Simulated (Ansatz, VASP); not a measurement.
## One calculation of LiBiSe2, two programs

The input POSCAR:

```
LiBiSe2
1.0
    2.0599089268      1.1892889734      6.6134011414
   -2.0599089268      1.1892889734      6.6134011414
    0.0000000000     -2.3785779468      6.6134011414
Li Bi Se
1 1 2
Direct
    1.0000000000      0.0000000000      0.0000000000
    0.5000000000      0.5000000000      0.5000000000
    0.2543314314      0.2543314314      0.2543314314
    0.7456685686      0.7456685686      0.7456685686
```

Contents of INCAR.step1:

```
SYSTEM = LiBiSe2
PREC     = Accurate       ! precision mode
ENCUT    = 520            ! plane-wave cutoff, eV
ISMEAR   = 0              ! smearing method
SIGMA    = 0.01           ! smearing width, eV
LREAL    = .FALSE.        ! projectors in reciprocal space
LASPH    = .TRUE.         ! aspherical terms in the spheres
NELM     = 60             ! most SCF steps
NBANDS   = 23             ! bands
GGA      = PE             ! functional
ALGO     = Normal         ! electronic algorithm
EDIFF    = 1E-4           ! SCF threshold, eV
LWAVE    = .TRUE.         ! write WAVECAR
LCHARG   = .FALSE.        ! write CHGCAR
```

File INCAR.step2:

```
SYSTEM = LiBiSe2
PREC     = Accurate       ! precision mode
ENCUT    = 520            ! plane-wave cutoff, eV
EDIFF    = 1E-7           ! SCF threshold, eV
ISMEAR   = 0              ! smearing method
SIGMA    = 0.01           ! smearing width, eV
LREAL    = .FALSE.        ! projectors in reciprocal space
LASPH    = .TRUE.         ! aspherical terms in the spheres
NELM     = 60             ! most SCF steps
ALGO     = Normal         ! electronic algorithm
ISIF     = 2              ! what is computed and relaxed
LWAVE    = .FALSE.        ! write WAVECAR
LCHARG   = .TRUE.         ! write CHGCAR
METAGGA  = R2SCAN         ! meta-GGA
LMIXTAU  = .TRUE.       
LELF     = .TRUE.         ! ELF
LVHAR    = .TRUE.       
NBANDS   = 23             ! bands
ISTART   = 1
```

KPOINTS

```
Automatic mesh
0
G
  8 8 8
  0 0 0
```

Input for Ansatz:

```yaml
crystal:
  lattice:
    - [2.0599089268, 1.1892889734, 6.6134011414]
    - [-2.0599089268, 1.1892889734, 6.6134011414]
    - [0.0, -2.3785779468, 6.6134011414]
  atoms:
    - { symbol: Li, position: [1.0, 0.0, 0.0] }
    - { symbol: Bi, position: [0.5, 0.5, 0.5] }
    - { symbol: Se, position: [0.2543314314, 0.2543314314, 0.2543314314] }
    - { symbol: Se, position: [0.7456685686, 0.7456685686, 0.7456685686] }
kpoints:
  mp_grid: { grid: [8, 8, 8] }
  band_path:
    path:
      - [0.0, 0.0, 0.0]
      - [0.5, 0.5, 0.5]
      - [0.8117740761, 0.1882259239, 0.5]
      - [0.5, -0.1882259239, 0.1882259239]
      - [0.5, 0.0, 0.0]
      - [0.3441129619, -0.3441129619, 0.0]
      - [0.6558870381, 0.0, 0.3441129619]
      - [0.5, 0.0, 0.5]
      - [0.473958, -0.489583, -0.473958]
    npoints: 1
hamiltonian:
  xc: r2scan
scf:
  occupations: { method: fixed }
  n_extra_bands: 5
output:
  forces: true
  stress: true
  eigenvalues: true
```

Alike in both runs: task single point; functional r2SCAN; k mesh 8 × 8 × 8; no spin polarisation.

|  | VASP | Ansatz |
| --- | --- | --- |
| version | VASP 6.6.1 | Ansatz 0.2.0 |
| potentials or method | VASP PAW PBE potentials, release 64 (Li_sv, Bi_d, Se) | plane waves, PAW |
| plane-wave cutoff (eV) | 520 | 500 |
| occupations | gaussian, width 0.01 eV | fixed |
| valence electrons in the cell | 30 | 50 |

|  | VASP | Ansatz | Ansatz less VASP |
| --- | --- | --- | --- |
| gap on the k mesh at the Fermi level (eV) | 1.39 | 1.39 | -0.007 |
| rms of the force components (eV/Å) | 0.008 | 0.002 | -0.0059 |

VASP's potentials were made for PBE, not for r2SCAN. Atom by atom the forces differ by 0.011 eV/Å (rms over components). VASP's potentials hold 30 valence electrons a cell and Ansatz's 50, so a difference there can come from the potentials and not from the codes.

Neither program's run includes spin-orbit coupling. Noted on VASP's run: the cutoff is short for stress, so the pressure is rough.
